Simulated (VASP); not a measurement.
# Ge2Sb2O (I4/mmm) in VASP: a series of runs

The runs below take Ge2Sb2O through single point, relaxation of cell and atoms, with PBE.

All numbers are computed with VASP 6.6.1; they aren't measurements. Logs are shortened: lines on timing, memory, paths and dates and some standing lists are left out, and cuts for length are marked.

## 1. The cell of the first run

Symmetry: I4/mmm, No. 139, tetragonal system. Conventional cell: a = 4.178 Å, b = 4.178 Å, c = 12.925 Å, α = 90.00°, β = 90.00°, γ = 90.00°. Ge (site symmetry 4mm) has 5 Sb at 2.64 to 2.96 Å and 4 O at 3.57 Å within 3.6 Å. Sb (site symmetry 4mm) has 1 O at 1.82 Å within 2.4 Å. Within 2.4 Å of O (site symmetry 4/mmm) lie 2 Sb at 1.82 Å.

The cell was built from a structure type or drawn by symmetry, and may not be a known phase.

## 2. Single point, PBE

INCAR reads:

```
PREC = Accurate
ENCUT = 600
EDIFF = 1E-6
ISMEAR = 0
SIGMA = 0.1
LREAL = False
LASPH = True
NELM = 120
ALGO = Normal
ISIF = 2
LWAVE = False
LCHARG = False
GGA = PE
NBANDS = 30
GGA_COMPAT = False
```

KPOINTS reads:

```
Automatic mesh
0
Gamma
  6 6 6
```

POSCAR reads:

```
Ge2Sb2O
1.0
   -2.0888312600      2.0888312600      6.4623458300
    2.0888312600     -2.0888312600      6.4623458300
    2.0888312600      2.0888312600     -6.4623458300
Ge Sb O
2 2 1
Direct
    0.6547174500      0.6547174500      0.0000000000
    0.3452825500      0.3452825500      0.0000000000
    0.8592948300      0.8592948300      0.0000000000
    0.1407051700      0.1407051700      0.0000000000
    0.0000000000      0.0000000000      0.0000000000
```

Potentials or basis: VASP PAW PBE potentials, release 64 (Ge_d, Sb, O).

The run is started by

```sh
$ cat potpaw_PBE.64/Ge_d/POTCAR potpaw_PBE.64/Sb/POTCAR potpaw_PBE.64/O/POTCAR > POTCAR
$ mpirun -np 1 vasp_std > vasp.out
```

OUTCAR:

```text
PREC = Accurate
   ENCUT = 600
   EDIFF = 1E-6
   ISMEAR = 0
   LREAL = False
   LASPH = True
   NELM = 120
   ISIF = 2
   GGA = PE

 ion  position               nearest neighbor table
   1  0.655  0.655  0.000-   3 2.64   4 2.96   4 2.96   4 2.96   4 2.96
   2  0.345  0.345  0.000-   4 2.64   3 2.96   3 2.96   3 2.96   3 2.96
   3  0.859  0.859  0.000-   5 1.82   1 2.64   2 2.96   2 2.96   2 2.96   2 2.96   4 3.64
   4  0.141  0.141  0.000-   5 1.82   2 2.64   1 2.96   1 2.96   1 2.96   1 2.96   3 3.64
   5  0.000  0.000  0.000-   3 1.82   4 1.82

  LATTYP: Found a body centered tetragonal cell.
 ALAT       =     4.1776625200
 C/A-ratio  =     3.0937615468

  Lattice vectors:

 A1 = (  -2.0888312600,   2.0888312600,   6.4623458300)
 A2 = (   2.0888312600,  -2.0888312600,   6.4623458300)
 A3 = (   2.0888312600,   2.0888312600,  -6.4623458300)

Analysis of symmetry for initial positions (statically):
=====================================================================
 Subroutine PRICEL returns:
 Original cell was already a primitive cell.

 Routine SETGRP: Setting up the symmetry group for a
 body centered tetragonal supercell.

 Subroutine GETGRP returns: Found 16 space group operations
 (whereof 16 operations were pure point group operations)
 out of a pool of 16 trial point group operations.

The static configuration has the point symmetry D_4h.

Analysis of symmetry for dynamics (positions and initial velocities):
=====================================================================
 Subroutine PRICEL returns:
 Original cell was already a primitive cell.

 Routine SETGRP: Setting up the symmetry group for a
 body centered tetragonal supercell.

 Subroutine GETGRP returns: Found 16 space group operations
 (whereof 16 operations were pure point group operations)
 out of a pool of 16 trial point group operations.

The dynamic configuration has the point symmetry D_4h.

 Subroutine INISYM returns: Found 16 space group operations
 (whereof 16 operations are pure point group operations),
 and found     1 'primitive' translations

----------------------------------------------------------------------------------------

                                     Primitive cell

  volume of cell :     112.7864

  direct lattice vectors                    reciprocal lattice vectors
    -2.088831260  2.088831260  6.462345830     0.000000000  0.239368306  0.077371285
     2.088831260 -2.088831260  6.462345830     0.239368306  0.000000000  0.077371285
     2.088831260  2.088831260 -6.462345830     0.239368306  0.239368306  0.000000000

  length of vectors
     7.105515160  7.105515160  7.105515160     0.251562123  0.251562123  0.338517905

  position of ions in fractional coordinates (direct lattice)
     0.654717450  0.654717450  0.000000000
     0.345282550  0.345282550  0.000000000
     0.859294830  0.859294830  0.000000000
     0.140705170  0.140705170  0.000000000
     0.000000000  0.000000000  0.000000000

  ion indices of the primitive-cell ions
   primitive index   ion index
                 1           1
                 2           2
                 3           3
                 4           4
                 5           5

----------------------------------------------------------------------------------------

 KPOINTS: Automatic mesh

Automatic generation of k-mesh.
 Grid dimensions read from file:
 generate k-points for:    6    6    6

 Generating k-lattice:

  Cartesian coordinates                     Fractional coordinates (reciprocal lattice)
     0.000000000  0.039894718  0.012895214     0.166666667  0.000000000  0.000000000
     0.039894718  0.000000000  0.012895214     0.000000000  0.166666667  0.000000000
     0.039894718  0.039894718  0.000000000     0.000000000  0.000000000  0.166666667

  Length of vectors
     0.041927020  0.041927020  0.056419651

  Shift w.r.t. Gamma in fractional coordinates (k-lattice)
     0.000000000  0.000000000  0.000000000

 Subroutine IBZKPT returns following result:
 ===========================================

 Found     30 irreducible k-points:

 Following reciprocal coordinates:
            Coordinates               Weight
  0.000000  0.000000  0.000000      1.000000
  0.166667 -0.000000  0.000000      8.000000
  0.333333 -0.000000  0.000000      8.000000
  0.500000 -0.000000  0.000000      4.000000
  0.166667  0.166667  0.000000      8.000000
  0.333333  0.166667  0.000000     16.000000
[... 16 lines left out ...]
 -0.333333 -0.333333  0.166667      8.000000
 -0.166667 -0.333333  0.166667      8.000000
 [... further k-points ...]
   k-points           NKPTS =     30   k-points in BZ     NKDIM =     30   number of bands    NBANDS=     30
   number of dos      NEDOS =    301   number of ions     NIONS =      5
   total plane-waves  NPLWV = 216000
   dimension x,y,z NGX =    60 NGY =   60 NGZ =   60
   dimension x,y,z NGXF=   120 NGYF=  120 NGZF=  120
   ions per type =               2   2   1
   NGX,Y,Z   is equivalent  to a cutoff of  14.04, 14.04, 14.04 a.u.
   NGXF,Y,Z  is equivalent  to a cutoff of  28.08, 28.08, 28.08 a.u.
 SYSTEM =  unknown system
   PREC   = accura    normal or accurate (medium, high low for compatibility)
   ISTART =      0    job   : 0-new  1-cont  2-samecut
   ICHARG =      2    charge: 1-file 2-atom 10-const
   ISPIN  =      1    spin polarized calculation?
   LNONCOLLINEAR =      F non collinear calculations
   LSORBIT =      F    spin-orbit coupling
   LASPH  =      T    aspherical Exc in radial PAW
   ENCUT  =  600.0 eV  44.10 Ry    6.64 a.u.  14.19 14.19 14.19*2*pi/ulx,y,z
   NELM   =    120;   NELMIN=  2; NELMDL= -5     # of ELM steps
   EDIFF  = 0.1E-05   stopping-criterion for ELM
   LREAL  =      F    real-space projection
   EDIFFG = 0.1E-04   stopping-criterion for IOM
   NSW    =      0    number of steps for IOM
   IBRION =     -1    ionic relax: 0-MD 1-quasi-New 2-CG
   NFREE  =      0    steps in history (QN), initial steepest desc. (CG)
   ISIF   =      2    stress and relaxation
   ISYM   =      2    0-nonsym 1-usesym 2-fastsym
   POTIM  = 0.5000    time-step for ionic-motion
   TEBEG  =    0.0;   TEEND  =   0.0 temperature during run
   PSTRESS=    0.0 pullay stress
   NELECT =      44.0000    total number of electrons
   NUPDOWN=      -1.0000    fix difference up-down
   EMIN   =  10.00;   EMAX   =-10.00  energy-range for DOS
   EFERMI =   0.00;   METHOD = LEGACY
   ISMEAR =     0;   SIGMA  =   0.10  broadening in eV -4-tet -1-fermi 0-gaus
   EFERMI_NEDOS =   21; number of points for ismear=-14 and -15
   IALGO  =     38    algorithm
   IMIX   =      4    mixing-type and parameters
     AMIX     =   0.40;   BMIX     =  1.00
     AMIX_MAG =   1.60;   BMIX_MAG =  1.00
  volume/ion in A,a.u.               =      22.56       152.22
  Fermi-wavevector in a.u.,A,eV,Ry     =   1.196208  2.260506 19.468766  1.430914
  Thomas-Fermi vector in A             =   2.332154
   LORBIT       =      0    0 simple, 1 ext, 2 COOP (PROOUT), +10 PAW based schemes
   GGA     = PE    functional components
   LHFCALC =     F    Hartree Fock is set to
   AEXX    =    0.0000 exact exchange contribution
   IVDW    =     0    specifies the selected vdW correction
   LEPSILON=     F    determine dielectric tensor
   LRPA    =     F    only Hartree local field effects (RPA)
 non-spin polarized calculation
 Gauss-broadening in eV      SIGMA  =   0.10
  energy-cutoff  :      600.00
  volume of cell :      112.79
 maximum number of plane-waves:      3794
 NGX is ok and might be reduce to    60
   NGX = 29   NGY = 29   NGZ = 29

 number of electron      44.0000005 magnetization

 Free energy of the ion-electron system (eV)
  ---------------------------------------------------
  ext. energy  EPLUGINS =         0.00000000
  ---------------------------------------------------
  free energy    TOTEN  =       -20.94225700 eV

  energy without entropy =      -20.93153281  energy(sigma->0) =      -20.93689490

 E-fermi :   6.0104     XC(G=0):  -9.7991

 val. band max:        6.0013526490   @ k =  -0.3333   0.3333   0.3333
 cond. band min:       6.0518752399   @ k =  -0.3333   0.5000   0.1667
 fundamental gap:      0.0505225909
 Fermi energy:         6.0104184817

 k-point     1 :       0.0000    0.0000    0.0000
  band No.  band energies     occupation
      1     -18.6466      2.00000
      2     -18.6402      2.00000
      3     -18.6088      2.00000
      4     -18.6088      2.00000
      5     -18.6039      2.00000
      6     -18.6039      2.00000
[... 22 lines left out ...]
     29      12.1062      0.00000
     30      12.1097      0.00000

 k-point     2 :       0.1667   -0.0000    0.0000
  band No.  band energies     occupation
      1     -18.6459      2.00000
      2     -18.6402      2.00000
      3     -18.6087      2.00000
      4     -18.6085      2.00000
      5     -18.6045      2.00000
      6     -18.6043      2.00000
[... 22 lines left out ...]
     29      11.1717      0.00000
     30      11.3370      0.00000

 k-point     3 :       0.3333   -0.0000    0.0000
  band No.  band energies     occupation
      1     -18.6442      2.00000
      2     -18.6405      2.00000
      3     -18.6083      2.00000
      4     -18.6077      2.00000
      5     -18.6059      2.00000
      6     -18.6053      2.00000
[... 22 lines left out ...]
     29      11.4891      0.00000
     30      12.0358      0.00000

 k-point     4 :       0.5000   -0.0000    0.0000
  band No.  band energies     occupation
      1     -18.6430      2.00000
      2     -18.6409      2.00000
      3     -18.6078      2.00000
      4     -18.6070      2.00000
      5     -18.6068      2.00000
      6     -18.6062      2.00000
[... 616 lines left out ...]
     29      10.6676      0.00000
     30      12.0613      0.00000

 k-point    23 :      -0.3333   -0.3333    0.1667
  band No.  band energies     occupation
      1     -18.6465      2.00000
      2     -18.6388      2.00000
      3     -18.6096      2.00000
      4     -18.6080      2.00000
      5     -18.6054      2.00000
      6     -18.6035      2.00000
[... 22 lines left out ...]
     29      10.8864      0.00000
     30      11.9250      0.00000

 k-point    24 :      -0.1667   -0.3333    0.1667
  band No.  band energies     occupation
      1     -18.6469      2.00000
      2     -18.6391      2.00000
      3     -18.6090      2.00000
      4     -18.6087      2.00000
      5     -18.6043      2.00000
      6     -18.6040      2.00000
[... 22 lines left out ...]
     29      11.1354      0.00000
     30      11.5170      0.00000

 [... further k-points ...]

------------------------ aborting loop because EDIFF is reached ----------------------------------------

  FORCE on cell =-STRESS in cart. coord.  units (eV):
  Direction    XX          YY          ZZ          XY          YZ          ZX
  --------------------------------------------------------------------------------------
  -------------------------------------------------------------------------------------
  Total       -1.6055127     -1.6055127     25.4750569      0.0000000      0.0000000      0.0000000
  in kB      -22.8069610    -22.8069610    361.8835500      0.0000000      0.0000000      0.0000000
  external PRESSURE =     105.4232093 kB  Pullay stress =       0.0000000 kB

 VOLUME and BASIS-vectors are now :
 -----------------------------------------------------------------------------
  energy-cutoff  :      600.00
  volume of cell :      112.79
      direct lattice vectors                 reciprocal lattice vectors
    -2.088831260  2.088831260  6.462345830     0.000000000  0.239368306  0.077371285
     2.088831260 -2.088831260  6.462345830     0.239368306  0.000000000  0.077371285
     2.088831260  2.088831260 -6.462345830     0.239368306  0.239368306  0.000000000

 POSITION                                       TOTAL-FORCE (eV/Angst)
 -----------------------------------------------------------------------------------
      0.00000      0.00000      8.46202         0.000000      0.000000     -1.100451
      0.00000      0.00000      4.46267         0.000000      0.000000      1.100451
      0.00000      0.00000     11.10612        -0.000000     -0.000000     -4.238658
      0.00000      0.00000      1.81857         0.000000      0.000000      4.238658
      0.00000      0.00000      0.00000         0.000000      0.000000     -0.000000
 -----------------------------------------------------------------------------------
    total drift:                                0.000000      0.000000     -0.000000

  FREE ENERGIE OF THE ION-ELECTRON SYSTEM (eV)
  ---------------------------------------------------
  free  energy   TOTEN  =       -20.9422570016 eV

  energy  without entropy=      -20.9315328079  energy(sigma->0) =      -20.93689490
```

Wall time 2.1 min (1 thread of Intel Xeon 6975P-C (Granite Rapids), shared host); peak memory 0.51 GiB.

What came out:

* Free energy: -20.9423 eV
* Pressure: 10.5 GPa
* Largest force: 4.239 eV/Å
* Band gap on the k mesh: zero (bands 22 and 23 overlap by 1.51 eV)

Forces on the atoms (eV/Å):
```
Ge   0.000  0.000 -1.100
Ge   0.000  0.000  1.100
Sb   0.000  0.000 -4.239
Sb   0.000  0.000  4.239
O    0.000  0.000  0.000
```

Caveat: the cell stands under pressure; spin-orbit coupling is left out, which moves the levels of the heavy elements; forces of over 1 eV/Å act on the atoms, so gaps and moduli don't describe the material at rest.

## 3. Single point, PBE

This run uses another cell than the first one, of 24.48 Å³/atom.

INCAR reads:

```
PREC = Accurate ; ENCUT = 600
EDIFF = 1E-6 ; ISMEAR = 0
SIGMA = 0.1 ; LREAL = F
LASPH = T ; NELM = 120
ALGO = Normal ; ISIF = 2
LWAVE = F ; LCHARG = T
GGA = PE ; LELF = T
LVHAR = T ; NBANDS = 30
GGA_COMPAT = F
```

KPOINTS reads:

```
regular mesh
0
Gamma
  6 6 6
```

POSCAR reads:

```
Ge2Sb2O
1.0
   -1.9769766496      1.9769766496      7.8302446445
    1.9769766496     -1.9769766496      7.8302446445
    1.9769766496      1.9769766496     -7.8302446445
Ge Sb O
2 2 1
Direct
    0.6789250595      0.6789250595      0.0000000000
    0.3210749405      0.3210749405      0.0000000000
    0.8717199918      0.8717199918      0.0000000000
    0.1282800082      0.1282800082      0.0000000000
    0.0000000000      0.0000000000      0.0000000000
```

Potentials or basis: VASP PAW PBE potentials, release 64 (Ge_d, Sb, O).

The run is started by

```sh
$ cat potpaw_PBE.64/Ge_d/POTCAR potpaw_PBE.64/Sb/POTCAR potpaw_PBE.64/O/POTCAR > POTCAR
$ mpirun -np 1 vasp_std > vasp.out
```

It took 4 min on 1 thread of Intel Xeon 6975P-C (Granite Rapids), shared host; peak memory 0.7 GiB.

Results (log left out):

* Free energy: -22.3932 eV
* Pressure: 0.0 GPa
* Largest force: 0.015 eV/Å
* Band gap on the k mesh: zero (bands 22 and 23 overlap by 1.86 eV)

Forces on the atoms (eV/Å):
```
Ge   0.000  0.000 -0.015
Ge   0.000  0.000  0.015
Sb   0.000  0.000 -0.009
Sb   0.000  0.000  0.009
O    0.000  0.000  0.000
```

Stress tensor (GPa, compression positive):
```
-0.15  0.00  0.00
 0.00 -0.15  0.00
 0.00  0.00  0.24
```

Levels at points of the mesh, in eV from the Fermi level:
```csv
k point,band 19,band 20,band 21,band 22,band 23,band 24,band 25,band 26
"(0.00, 0.00, 0.00)",-2.21,-2.21,-1.83,-0.42,-0.42,2.45,3.35,4.39
"(0.50, 0.00, 0.00)",-1.77,-0.37,0.27,0.64,0.93,1.44,1.63,1.80
"(0.50, 0.50, 0.00)",-4.47,-3.89,-2.77,-2.13,-0.37,0.77,2.62,3.20
"(0.50, 0.50, 0.50)",-1.68,-1.49,-1.49,-1.10,-1.10,0.61,2.78,3.26
```

Caveat: spin-orbit coupling is left out, which moves the levels of the heavy elements.

(Continued in part 2 of 2.)
